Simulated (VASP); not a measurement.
# BaTiO3 (P4mm) in VASP: notebook, part 2 of 3

VASP 6.6.1.

## (3) Single point, PBE (equal strain along all axes, cell held: -4.5 %, then relaxed in part)

Input file INCAR:

```
SYSTEM = BaTiO3
PREC = Accurate ; ENCUT = 520
EDIFF = 1E-7 ; ISMEAR = 0
SIGMA = 0.02 ; LREAL = .FALSE.
LASPH = .TRUE. ; NELM = 80
ALGO = Normal ; ISIF = 2
LWAVE = .FALSE. ; LCHARG = .FALSE.
GGA = PE ; NBANDS = 28
```

Input file KPOINTS:

```
Automatic mesh
0
G
  8 8 6
  0 0 0
```

Input file POSCAR:

```
BaTiO3
1.0
    3.8061045554      0.0000000000      0.0000000000
    0.0000000000      3.8061045554      0.0000000000
    0.0000000000      0.0000000000      4.0114609321
Ba Ti O
1 1 3
Direct
    0.5000000000      0.5000000000      0.5795045534
    0.0000000000      0.0000000000      0.0941531565
    0.0000000000      0.5000000000      0.0630344283
    0.5000000000      0.0000000000      0.0630344283
    0.0000000000      0.0000000000      0.5602704236
```

Potentials or basis: VASP PAW PBE potentials, release 64 (Ba_sv, Ti_sv, O).

Started as:

```console
cat potpaw_PBE.64/Ba_sv/POTCAR potpaw_PBE.64/Ti_sv/POTCAR potpaw_PBE.64/O/POTCAR > POTCAR
mpirun -np 1 vasp_std > vasp.out
```

Wall time 2.6 min (1 thread of Intel Xeon 8259CL, shared host); peak memory 0.23 GiB.

It converged, with:

```
Free energy            : -39.3509 eV
Pressure               : 27.6 GPa
Largest force          : 0.041 eV/Å
Band gap on the k mesh : 1.95 eV, indirect (least direct gap 2.28 eV)
```

Forces in eV/Å, atoms in the order of the input:
```
Ba   0.000  0.000 -0.041
Ti   0.000  0.000 -0.024
O    0.000  0.000  0.022
O    0.000  0.000  0.022
O    0.000  0.000  0.021
```

Stress tensor (GPa, compression positive):
```
31.54  0.00  0.00
 0.00 31.54  0.00
 0.00  0.00 19.60
```

Levels at points of the mesh, in eV from the valence-band top:
```
           k point  band 17  band 18  band 19  band 20  band 21  band 22  band 23  band 24
(0.00, 0.00, 0.00)    -1.41    -0.42    -0.33    -0.33     1.95     2.19     2.19     4.55
(0.50, 0.00, 0.00)    -2.24    -2.01    -1.15    -0.97     2.38     4.08     4.11     4.59
(0.50, 0.50, 0.00)    -1.84    -0.73    -0.73    -0.07     4.13     4.13     4.61     5.09
(0.00, 0.00, 0.50)    -1.84    -1.84    -0.71    -0.71     2.12     3.75     3.75     4.85
(0.50, 0.00, 0.50)    -1.72    -1.10    -1.06    -0.40     3.77     4.12     4.33     5.79
(0.50, 0.50, 0.50)    -2.34    -0.24    -0.24     0.00     4.65     4.65     4.89     6.94
```

Caveat: the cell differs from its parent crystal (equal strain along all axes, cell held: -4.5 %, then relaxed in part); spin-orbit coupling is left out, which moves the levels of the heavy elements.

## (4) Single point, PBE (equal strain along all axes, cell held: -3.0 %, then relaxed in part)

Input file INCAR:

```
ALGO     = Normal         # electronic algorithm
EDIFF    = 1E-6           # SCF threshold, eV
ENCUT    = 520            # plane-wave cutoff, eV
GGA      = PE             # functional
ISIF     = 2              # what is computed and relaxed
ISMEAR   = 0              # smearing method
LASPH    = T              # aspherical terms in the spheres
LCHARG   = T              # write CHGCAR
LELF     = T              # ELF
LREAL    = F              # projectors in reciprocal space
LVHAR    = T            
LWAVE    = F              # write WAVECAR
NBANDS   = 28             # bands
NELM     = 80             # most SCF steps
PREC     = Accurate       # precision mode
SIGMA    = 0.02           # smearing width, eV
```

Input file KPOINTS:

```
k-points
0
Gamma
  8 8 6
```

Input file POSCAR:

```
BaTiO3
1.0
    3.8658863023      0.0000000000      0.0000000000
    0.0000000000      3.8658863023      0.0000000000
    0.0000000000      0.0000000000      4.0744681718
Ba Ti O
1 1 3
Direct
    0.5000000000      0.5000000000      0.5826788782
    0.0000000000      0.0000000000      0.0996447156
    0.0000000000      0.5000000000      0.0620056180
    0.5000000000      0.0000000000      0.0620056180
    0.0000000000      0.0000000000      0.5536621602
```

Potentials or basis: VASP PAW PBE potentials, release 64 (Ba_sv, Ti_sv, O).

Started as:

```console
cat potpaw_PBE.64/Ba_sv/POTCAR potpaw_PBE.64/Ti_sv/POTCAR potpaw_PBE.64/O/POTCAR > POTCAR
mpirun -np 1 vasp_std > vasp.out
```

OUTCAR:

```text
EDIFF = 1E-6
   ENCUT = 520
   GGA = PE
   ISIF = 2
   ISMEAR = 0
   LASPH = T
   LREAL = F
   NELM = 80
   PREC = Accurate

 ion  position               nearest neighbor table
   1  0.500  0.500  0.583-   5 2.74   5 2.74   5 2.74   5 2.74   4 2.75   3 2.75   3 2.75   4 2.75
                             3 2.87   4 2.87   3 2.87   4 2.87   2 3.37   2 3.37   2 3.37   2 3.37
   2  0.000  0.000  0.100-   5 1.85   4 1.94   3 1.94   3 1.94   4 1.94   5 2.22   1 3.37   1 3.37
                             1 3.37   1 3.37   1 3.45   1 3.45   1 3.45   1 3.45
   3  0.000  0.500  0.062-   2 1.94   2 1.94   1 2.75   1 2.75   1 2.87   1 2.87
   4  0.500  0.000  0.062-   2 1.94   2 1.94   1 2.75   1 2.75   1 2.87   1 2.87
   5  0.000  0.000  0.554-   2 1.85   2 2.22   1 2.74   1 2.74   1 2.74   1 2.74

  LATTYP: Found a simple tetragonal cell.
 ALAT       =     3.8658863023
 C/A-ratio  =     1.0539544759

  Lattice vectors:

 A1 = (   3.8658863023,   0.0000000000,   0.0000000000)
 A2 = (   0.0000000000,   3.8658863023,   0.0000000000)
 A3 = (   0.0000000000,   0.0000000000,   4.0744681718)

Analysis of symmetry for initial positions (statically):
=====================================================================
 Subroutine PRICEL returns:
 Original cell was already a primitive cell.

 Routine SETGRP: Setting up the symmetry group for a
 simple tetragonal supercell.

 Subroutine GETGRP returns: Found  8 space group operations
 (whereof  8 operations were pure point group operations)
 out of a pool of 16 trial point group operations.

The static configuration has the point symmetry C_4v.

Analysis of symmetry for dynamics (positions and initial velocities):
=====================================================================
 Subroutine PRICEL returns:
 Original cell was already a primitive cell.

 Routine SETGRP: Setting up the symmetry group for a
 simple tetragonal supercell.

 Subroutine GETGRP returns: Found  8 space group operations
 (whereof  8 operations were pure point group operations)
 out of a pool of 16 trial point group operations.

The dynamic configuration has the point symmetry C_4v.

 Subroutine INISYM returns: Found  8 space group operations
 (whereof  8 operations are pure point group operations),
 and found     1 'primitive' translations

----------------------------------------------------------------------------------------

                                     Primitive cell

  volume of cell :      60.8932

  direct lattice vectors                    reciprocal lattice vectors
     3.865886302  0.000000000  0.000000000     0.258672895  0.000000000  0.000000000
     0.000000000  3.865886302  0.000000000     0.000000000  0.258672895  0.000000000
     0.000000000  0.000000000  4.074468172     0.000000000  0.000000000  0.245430804

  length of vectors
     3.865886302  3.865886302  4.074468172     0.258672895  0.258672895  0.245430804

  position of ions in fractional coordinates (direct lattice)
     0.500000000  0.500000000  0.582678878
     0.000000000  0.000000000  0.099644716
     0.000000000  0.500000000  0.062005618
     0.500000000  0.000000000  0.062005618
     0.000000000  0.000000000  0.553662160

  ion indices of the primitive-cell ions
   primitive index   ion index
                 1           1
                 2           2
                 3           3
                 4           4
                 5           5
[... 24 lines left out ...]

 Found     60 irreducible k-points:

 Following reciprocal coordinates:
            Coordinates               Weight
  0.000000  0.000000  0.000000      1.000000
  0.125000  0.000000  0.000000      4.000000
  0.250000  0.000000  0.000000      4.000000
  0.375000  0.000000  0.000000      4.000000
  0.500000  0.000000  0.000000      2.000000
  0.125000  0.125000  0.000000      4.000000
[... 16 lines left out ...]
  0.375000  0.125000  0.166667     16.000000
  0.500000  0.125000  0.166667      8.000000
 [... further k-points ...]
   k-points           NKPTS =     60   k-points in BZ     NKDIM =     60   number of bands    NBANDS=     28
   number of dos      NEDOS =    301   number of ions     NIONS =      5
   total plane-waves  NPLWV =  27000
   dimension x,y,z NGX =    30 NGY =   30 NGZ =   30
   dimension x,y,z NGXF=    60 NGYF=   60 NGZF=   60
   ions per type =               1   1   3
   NGX,Y,Z   is equivalent  to a cutoff of  12.90, 12.90, 12.24 a.u.
   NGXF,Y,Z  is equivalent  to a cutoff of  25.80, 25.80, 24.48 a.u.
 SYSTEM =  unknown system
   PREC   = accura    normal or accurate (medium, high low for compatibility)
   ISTART =      0    job   : 0-new  1-cont  2-samecut
   ICHARG =      2    charge: 1-file 2-atom 10-const
   ISPIN  =      1    spin polarized calculation?
   LNONCOLLINEAR =      F non collinear calculations
   LSORBIT =      F    spin-orbit coupling
   LASPH  =      T    aspherical Exc in radial PAW
   ENCUT  =  520.0 eV  38.22 Ry    6.18 a.u.   7.19  7.19  7.58*2*pi/ulx,y,z
   NELM   =     80;   NELMIN=  2; NELMDL= -5     # of ELM steps
   EDIFF  = 0.1E-05   stopping-criterion for ELM
   LREAL  =      F    real-space projection
   EDIFFG = 0.1E-04   stopping-criterion for IOM
   NSW    =      0    number of steps for IOM
   IBRION =     -1    ionic relax: 0-MD 1-quasi-New 2-CG
   NFREE  =      0    steps in history (QN), initial steepest desc. (CG)
   ISIF   =      2    stress and relaxation
   ISYM   =      2    0-nonsym 1-usesym 2-fastsym
   POTIM  = 0.5000    time-step for ionic-motion
   TEBEG  =    0.0;   TEEND  =   0.0 temperature during run
   PSTRESS=    0.0 pullay stress
   NELECT =      40.0000    total number of electrons
   NUPDOWN=      -1.0000    fix difference up-down
   EMIN   =  10.00;   EMAX   =-10.00  energy-range for DOS
   EFERMI =   0.00;   METHOD = LEGACY
   ISMEAR =     0;   SIGMA  =   0.02  broadening in eV -4-tet -1-fermi 0-gaus
   EFERMI_NEDOS =   21; number of points for ismear=-14 and -15
   IALGO  =     38    algorithm
   IMIX   =      4    mixing-type and parameters
     AMIX     =   0.40;   BMIX     =  1.00
     AMIX_MAG =   1.60;   BMIX_MAG =  1.00
  volume/ion in A,a.u.               =      12.18        82.19
  Fermi-wavevector in a.u.,A,eV,Ry     =   1.423110  2.689288 27.555091  2.025242
  Thomas-Fermi vector in A             =   2.543742
   LORBIT       =      0    0 simple, 1 ext, 2 COOP (PROOUT), +10 PAW based schemes
   GGA     = PE    functional components
   LHFCALC =     F    Hartree Fock is set to
   AEXX    =    0.0000 exact exchange contribution
   IVDW    =     0    specifies the selected vdW correction
   LEPSILON=     F    determine dielectric tensor
   LRPA    =     F    only Hartree local field effects (RPA)
 non-spin polarized calculation
 Gauss-broadening in eV      SIGMA  =   0.02
  energy-cutoff  :      520.00
  volume of cell :       60.89
 maximum number of plane-waves:      1662
 NGX is ok and might be reduce to    30
   NGX = 15   NGY = 15   NGZ = 15

 number of electron      40.0000025 magnetization

 Free energy of the ion-electron system (eV)
  ---------------------------------------------------
  ext. energy  EPLUGINS =         0.00000000
  ---------------------------------------------------
  free energy    TOTEN  =       -39.73248865 eV

  energy without entropy =      -39.73248865  energy(sigma->0) =      -39.73248865

 E-fermi :   4.4909     XC(G=0): -11.5222

 val. band max:        4.4026775684   @ k =   0.5000   0.5000   0.5000
 cond. band min:       6.2967795508   @ k =   0.0000   0.0000   0.0000
 fundamental gap:      1.8941019824
 Fermi energy:         4.4909216268

 k-point     1 :       0.0000    0.0000    0.0000
  band No.  band energies     occupation
      1     -51.9893      2.00000
      2     -28.2943      2.00000
      3     -28.2433      2.00000
      4     -28.2433      2.00000
      5     -20.4978      2.00000
      6     -12.7839      2.00000
[... 733 lines left out ...]
     27      12.6118      0.00000
     28      13.4569      0.00000

 [... further k-points ...]
[... 5 lines left out ...]
  --------------------------------------------------------------------------------------
  -------------------------------------------------------------------------------------
  Total        7.3230716      7.3230716      4.5114136      0.0000000      0.0000000      0.0000000
  in kB      192.6791762    192.6791762    118.7009346      0.0000000      0.0000000      0.0000000
  external PRESSURE =     168.0197624 kB  Pullay stress =       0.0000000 kB

 VOLUME and BASIS-vectors are now :
 -----------------------------------------------------------------------------
  energy-cutoff  :      520.00
  volume of cell :       60.89
      direct lattice vectors                 reciprocal lattice vectors
     3.865886302  0.000000000  0.000000000     0.258672895  0.000000000  0.000000000
     0.000000000  3.865886302  0.000000000     0.000000000  0.258672895  0.000000000
     0.000000000  0.000000000  4.074468172     0.000000000  0.000000000  0.245430804

 POSITION                                       TOTAL-FORCE (eV/Angst)
 -----------------------------------------------------------------------------------
      1.93294      1.93294      2.37411        -0.000000     -0.000000     -0.037956
      0.00000      0.00000      0.40600        -0.000000      0.000000     -0.044503
      0.00000      1.93294      0.25264         0.000000     -0.000000      0.019208
      1.93294      0.00000      0.25264        -0.000000     -0.000000      0.019208
      0.00000      0.00000      2.25588        -0.000000     -0.000000      0.044043
 -----------------------------------------------------------------------------------
    total drift:                                0.000000      0.000000      0.000180

  FREE ENERGIE OF THE ION-ELECTRON SYSTEM (eV)
  ---------------------------------------------------
  free  energy   TOTEN  =       -39.7324886500 eV

  energy  without entropy=      -39.7324886500  energy(sigma->0) =      -39.73248865
```

Wall time 2.6 min (1 thread of Intel Xeon 8259CL, shared host); peak memory 0.24 GiB.

What came out:

```
Free energy            : -39.7325 eV
Pressure               : 16.8 GPa
Largest force          : 0.045 eV/Å
Band gap on the k mesh : 1.89 eV, indirect (least direct gap 2.35 eV)
```

Forces on the atoms (eV/Å):
```
Ba   0.000  0.000 -0.038
Ti   0.000  0.000 -0.045
O    0.000  0.000  0.019
O    0.000  0.000  0.019
O    0.000  0.000  0.044
```

Caveat: the cell differs from its parent crystal (equal strain along all axes, cell held: -3.0 %, then relaxed in part); spin-orbit coupling is left out, which moves the levels of the heavy elements. A k mesh can miss the band edges.

[end of part 2 of 3]
